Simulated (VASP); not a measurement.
# Al (Fd-3m) in VASP: single point with PBEsol

Aim: the single point of Al with PBEsol.

Program: VASP 6.6.1. These are calculated values, not measurements. Logs are shortened: lines on timing, memory, paths and dates and some standing lists are left out, and cuts for length are marked.

### Step 1. The cell of the first run

The structure is cubic, space group Fd-3m (No. 227). Conventional cell: a = 6.032 Å, b = 6.032 Å, c = 6.032 Å, α = 90.00°, β = 90.00°, γ = 90.00°. Al (site symmetry -43m) has 4 Al at 2.61 Å within 3.4 Å.

This isn't the form of Al at room conditions, which is fcc.

### Step 2. Single point, PBEsol

The input, INCAR:

```
SYSTEM = Al
PREC = Accurate ; ENCUT = 500
EDIFF = 1E-6 ; ISMEAR = 0
SIGMA = 0.1 ; LREAL = .FALSE.
LASPH = .TRUE. ; NELM = 120
ALGO = Normal ; ISIF = 2
LWAVE = .FALSE. ; LCHARG = .FALSE.
GGA = PS ; NBANDS = 10
GGA_COMPAT = .FALSE.
```

The input, KPOINTS:

```
regular mesh
0
G
  13 13 13
  0 0 0
```

The input, POSCAR:

```
Al
1.0
    0.0000000000      3.0160862926      3.0160862926
    3.0160862926      0.0000000000      3.0160862926
    3.0160862926      3.0160862926      0.0000000000
Al
2
Direct
    1.0000000000      1.0000000000      1.0000000000
    0.2500000000      0.2500000000      0.2500000000
```

Potentials or basis: VASP PAW PBE potentials, release 64 (Al).

Run with:

```console
$ cat potpaw_PBE.64/Al/POTCAR > POTCAR
$ mpirun -np 1 vasp_std > vasp.out
```

OUTCAR:

```text
SYSTEM = Al
   PREC = Accurate
   ENCUT = 500
   EDIFF = 1E-6
   ISMEAR = 0
   LREAL = .FALSE.
   LASPH = .TRUE.
   NELM = 120
   ISIF = 2
   GGA = PS

 ion  position               nearest neighbor table
   1  0.000  0.000  0.000-   2 2.61   2 2.61   2 2.61   2 2.61
   2  0.250  0.250  0.250-   1 2.61   1 2.61   1 2.61   1 2.61

  LATTYP: Found a face centered cubic cell.
 ALAT       =     6.0321725852

  Lattice vectors:

 A1 = (   0.0000000000,   3.0160862926,   3.0160862926)
 A2 = (   3.0160862926,   0.0000000000,   3.0160862926)
 A3 = (   3.0160862926,   3.0160862926,   0.0000000000)

Analysis of symmetry for initial positions (statically):
=====================================================================
 Subroutine PRICEL returns:
 Original cell was already a primitive cell.

 Routine SETGRP: Setting up the symmetry group for a
 face centered cubic supercell.

 Subroutine GETGRP returns: Found 48 space group operations
 (whereof 24 operations were pure point group operations)
 out of a pool of 48 trial point group operations.

The static configuration has the point symmetry T_d .
 The point group associated with its full space group is O_h .

Analysis of symmetry for dynamics (positions and initial velocities):
=====================================================================
 Subroutine PRICEL returns:
 Original cell was already a primitive cell.

 Routine SETGRP: Setting up the symmetry group for a
 face centered cubic supercell.

 Subroutine GETGRP returns: Found 48 space group operations
 (whereof 24 operations were pure point group operations)
 out of a pool of 48 trial point group operations.

The dynamic configuration has the point symmetry T_d .
 The point group associated with its full space group is O_h .

 Subroutine INISYM returns: Found 48 space group operations
 (whereof 24 operations are pure point group operations),
 and found     1 'primitive' translations

----------------------------------------------------------------------------------------

                                     Primitive cell

  volume of cell :      54.8733

  direct lattice vectors                    reciprocal lattice vectors
     0.000000000  3.016086293  3.016086293    -0.165777750  0.165777750  0.165777750
     3.016086293  0.000000000  3.016086293     0.165777750 -0.165777750  0.165777750
     3.016086293  3.016086293  0.000000000     0.165777750  0.165777750 -0.165777750

  length of vectors
     4.265390140  4.265390140  4.265390140     0.287135486  0.287135486  0.287135486

  position of ions in fractional coordinates (direct lattice)
     0.000000000  0.000000000  0.000000000
     0.250000000  0.250000000  0.250000000

  ion indices of the primitive-cell ions
   primitive index   ion index
                 1           1
                 2           2

----------------------------------------------------------------------------------------

 KPOINTS: regular mesh

Automatic generation of k-mesh.
 Grid dimensions read from file:
 generate k-points for:   13   13   13

 Generating k-lattice:

  Cartesian coordinates                     Fractional coordinates (reciprocal lattice)
    -0.012752135  0.012752135  0.012752135     0.076923077  0.000000000  0.000000000
     0.012752135 -0.012752135  0.012752135     0.000000000  0.076923077  0.000000000
     0.012752135  0.012752135 -0.012752135     0.000000000  0.000000000  0.076923077

  Length of vectors
     0.022087345  0.022087345  0.022087345

  Shift w.r.t. Gamma in fractional coordinates (k-lattice)
     0.000000000  0.000000000  0.000000000

 Subroutine IBZKPT returns following result:
 ===========================================

 Found     84 irreducible k-points:

 Following reciprocal coordinates:
            Coordinates               Weight
  0.000000  0.000000  0.000000      1.000000
  0.076923  0.000000  0.000000      8.000000
  0.153846  0.000000  0.000000      8.000000
  0.230769  0.000000  0.000000      8.000000
  0.307692  0.000000  0.000000      8.000000
  0.384615  0.000000  0.000000      8.000000
[... 16 lines left out ...]
  0.384615  0.153846  0.000000     24.000000
  0.461538  0.153846  0.000000     24.000000
 [... further k-points ...]
   k-points           NKPTS =     84   k-points in BZ     NKDIM =     84   number of bands    NBANDS=     10
   number of dos      NEDOS =    301   number of ions     NIONS =      2
   total plane-waves  NPLWV =  32768
   dimension x,y,z NGX =    32 NGY =   32 NGZ =   32
   dimension x,y,z NGXF=    64 NGYF=   64 NGZF=   64
   ions per type =               2
   NGX,Y,Z   is equivalent  to a cutoff of  12.47, 12.47, 12.47 a.u.
   NGXF,Y,Z  is equivalent  to a cutoff of  24.94, 24.94, 24.94 a.u.
 SYSTEM =  Al
   PREC   = accura    normal or accurate (medium, high low for compatibility)
   ISTART =      0    job   : 0-new  1-cont  2-samecut
   ICHARG =      2    charge: 1-file 2-atom 10-const
   ISPIN  =      1    spin polarized calculation?
   LNONCOLLINEAR =      F non collinear calculations
   LSORBIT =      F    spin-orbit coupling
   LASPH  =      T    aspherical Exc in radial PAW
   ENCUT  =  500.0 eV  36.75 Ry    6.06 a.u.   7.78  7.78  7.78*2*pi/ulx,y,z
   NELM   =    120;   NELMIN=  2; NELMDL= -5     # of ELM steps
   EDIFF  = 0.1E-05   stopping-criterion for ELM
   LREAL  =      F    real-space projection
   EDIFFG = 0.1E-04   stopping-criterion for IOM
   NSW    =      0    number of steps for IOM
   IBRION =     -1    ionic relax: 0-MD 1-quasi-New 2-CG
   NFREE  =      0    steps in history (QN), initial steepest desc. (CG)
   ISIF   =      2    stress and relaxation
   ISYM   =      2    0-nonsym 1-usesym 2-fastsym
   POTIM  = 0.5000    time-step for ionic-motion
   TEBEG  =    0.0;   TEEND  =   0.0 temperature during run
   PSTRESS=    0.0 pullay stress
   NELECT =       6.0000    total number of electrons
   NUPDOWN=      -1.0000    fix difference up-down
   EMIN   =  10.00;   EMAX   =-10.00  energy-range for DOS
   EFERMI =   0.00;   METHOD = LEGACY
   ISMEAR =     0;   SIGMA  =   0.10  broadening in eV -4-tet -1-fermi 0-gaus
   EFERMI_NEDOS =   21; number of points for ismear=-14 and -15
   IALGO  =     38    algorithm
   IMIX   =      4    mixing-type and parameters
     AMIX     =   0.40;   BMIX     =  1.00
     AMIX_MAG =   1.60;   BMIX_MAG =  1.00
  volume/ion in A,a.u.               =      27.44       185.15
  Fermi-wavevector in a.u.,A,eV,Ry     =   0.782837  1.479348  8.338115  0.612834
  Thomas-Fermi vector in A             =   1.886643
   LORBIT       =      0    0 simple, 1 ext, 2 COOP (PROOUT), +10 PAW based schemes
   GGA     = PS    functional components
   LHFCALC =     F    Hartree Fock is set to
   AEXX    =    0.0000 exact exchange contribution
   IVDW    =     0    specifies the selected vdW correction
   LEPSILON=     F    determine dielectric tensor
   LRPA    =     F    only Hartree local field effects (RPA)
 non-spin polarized calculation
 Gauss-broadening in eV      SIGMA  =   0.10
  energy-cutoff  :      500.00
  volume of cell :       54.87
 maximum number of plane-waves:      1411
   NGX = 15   NGY = 15   NGZ = 15

 number of electron       6.0000000 magnetization

 Free energy of the ion-electron system (eV)
  ---------------------------------------------------
  ext. energy  EPLUGINS =         0.00000000
  ---------------------------------------------------
  free energy    TOTEN  =        -6.50377847 eV

  energy without entropy =       -6.49460990  energy(sigma->0) =       -6.49919419

 E-fermi :   2.7590     XC(G=0):  -8.2646

 val. band max:        2.7532597943   @ k =  -0.4615   0.3077   0.1538
 cond. band min:       2.7780378621   @ k =  -0.4615   0.3077   0.0000
 fundamental gap:      0.0247780678
 Fermi energy:         2.7589836017

 k-point     1 :       0.0000    0.0000    0.0000
  band No.  band energies     occupation
      1      -5.1071      2.00000
      2       4.9046      0.00000
      3       4.9046      0.00000
      4       4.9046      0.00000
      5       6.7269      0.00000
      6       6.7269      0.00000
      7       6.7269      0.00000
      8       8.0106      0.00000
      9      10.4772      0.00000
     10      10.6594      0.00000

 k-point     2 :       0.0769    0.0000    0.0000
  band No.  band energies     occupation
      1      -5.0415      2.00000
      2       4.2509      0.00000
      3       4.7875      0.00000
      4       4.7875      0.00000
      5       6.8230      0.00000
      6       6.8957      0.00000
      7       6.8957      0.00000
      8       8.4190      0.00000
      9      10.4168      0.00000
     10      10.4168      0.00000

 k-point     3 :       0.1538    0.0000    0.0000
  band No.  band energies     occupation
      1      -4.8459      2.00000
      2       3.0660      0.00001
      3       4.5407      0.00000
      4       4.5407      0.00000
      5       6.6854      0.00000
      6       7.2410      0.00000
      7       7.2410      0.00000
      8       9.3754      0.00000
      9      10.0643      0.00000
     10      10.0643      0.00000

 k-point     4 :       0.2308    0.0000    0.0000
  band No.  band energies     occupation
      1      -4.5255      2.00000
      2       1.8396      2.00000
      3       4.2912      0.00000
      4       4.2912      0.00000
      5       6.4442      0.00000
      6       7.4618      0.00000
      7       7.4618      0.00000
      8      10.0727      0.00000
      9      10.0727      0.00000
     10      10.3635      0.00000

 k-point     5 :       0.3077    0.0000    0.0000
  band No.  band energies     occupation
      1      -4.0936      2.00000
      2       0.6932      2.00000
      3       4.0914      0.00000
      4       4.0914      0.00000
      5       6.2289      0.00000
      6       7.4163      0.00000
      7       7.4163      0.00000
      8      10.6230      0.00000
      9      10.6230      0.00000
     10      10.6482      0.00000

 k-point     6 :       0.3846    0.0000    0.0000
  band No.  band energies     occupation
      1      -3.5881      2.00000
      2      -0.3003      2.00000
      3       3.9566      0.00000
      4       3.9566      0.00000
      5       6.0775      0.00000
      6       7.2638      0.00000
      7       7.2638      0.00000
      8      10.3950      0.00000
      9      11.5617      0.00000
     10      11.5617      0.00000
[... 183 lines left out ...]
 k-point    21 :       0.2308    0.1538    0.0000
  band No.  band energies     occupation
      1      -4.5201      2.00000
      2       2.5736      1.99126
      3       3.6326      0.00000
      4       3.6807      0.00000
      5       5.9553      0.00000
      6       7.7732      0.00000
      7       8.3725      0.00000
      8       8.5841      0.00000
      9      10.9010      0.00000
     10      11.1550      0.00000

 k-point    22 :       0.3077    0.1538    0.0000
  band No.  band energies     occupation
      1      -4.1615      2.00000
      2       1.4858      2.00000
      3       3.3457      0.00000
      4       3.4404      0.00000
      5       6.1377      0.00000
      6       7.8053      0.00000
      7       8.2521      0.00000
      8       8.7005      0.00000
      9      11.5247      0.00000
     10      12.0150      0.00000

 k-point    23 :       0.3846    0.1538    0.0000
  band No.  band energies     occupation
      1      -3.6994      2.00000
      2       0.4409      2.00000
      3       2.9986      0.00070
      4       3.3469      0.00000
      5       6.1463      0.00000
      6       8.0319      0.00000
      7       8.4900      0.00000
      8       8.5186      0.00000
      9      12.1109      0.00000
     10      12.3222      0.00000

 k-point    24 :       0.4615    0.1538    0.0000
  band No.  band energies     occupation
      1      -3.1898      2.00000
      2      -0.4475      2.00000
      3       2.7036      1.56643
      4       3.3548      0.00000
      5       6.1269      0.00000
      6       7.8966      0.00000
      7       8.2557      0.00000
      8       9.4780      0.00000
      9      11.8485      0.00000
     10      13.2673      0.00000

 [... further k-points ...]

------------------------ aborting loop because EDIFF is reached ----------------------------------------

  FORCE on cell =-STRESS in cart. coord.  units (eV):
  Direction    XX          YY          ZZ          XY          YZ          ZX
  --------------------------------------------------------------------------------------
  -------------------------------------------------------------------------------------
  Total       -0.2271632     -0.2271632     -0.2271632      0.0000000      0.0000000     -0.0000000
  in kB       -6.6326541     -6.6326541     -6.6326541      0.0000000      0.0000000     -0.0000000
  external PRESSURE =      -6.6326541 kB  Pullay stress =       0.0000000 kB

 VOLUME and BASIS-vectors are now :
 -----------------------------------------------------------------------------
  energy-cutoff  :      500.00
  volume of cell :       54.87
      direct lattice vectors                 reciprocal lattice vectors
     0.000000000  3.016086293  3.016086293    -0.165777750  0.165777750  0.165777750
     3.016086293  0.000000000  3.016086293     0.165777750 -0.165777750  0.165777750
     3.016086293  3.016086293  0.000000000     0.165777750  0.165777750 -0.165777750

 POSITION                                       TOTAL-FORCE (eV/Angst)
 -----------------------------------------------------------------------------------
      0.00000      0.00000      0.00000         0.000000     -0.000000     -0.000000
      1.50804      1.50804      1.50804        -0.000000      0.000000      0.000000
 -----------------------------------------------------------------------------------
    total drift:                               -0.000000     -0.000000      0.000000

  FREE ENERGIE OF THE ION-ELECTRON SYSTEM (eV)
  ---------------------------------------------------
  free  energy   TOTEN  =        -6.5037784698 eV

  energy  without entropy=       -6.4946099046  energy(sigma->0) =       -6.49919419
```

Run time: 18 s. Hardware: 1 thread of Intel Xeon 8259CL, shared host; peak memory 0.18 GiB.

Results:

| Item | Value |
| --- | --- |
| Free energy | -6.5038 eV |
| Pressure | -0.7 GPa |
| Band gap on the k mesh | zero (bands 3 and 4 overlap by 3.28 eV) |

Levels at points of the mesh, in eV from the Fermi level:
```tsv
k point	band 1	band 2	band 3	band 4	band 5	band 6	band 7	band 8
(0.00, 0.00, 0.00)	-7.87	2.15	2.15	2.15	3.97	3.97	3.97	5.25
```

Caveat: the PAW data sets were made with another functional, which shifts forces and pressure a little.

The gap in the log of VASP goes by the Fermi energy; the results here count the filled bands.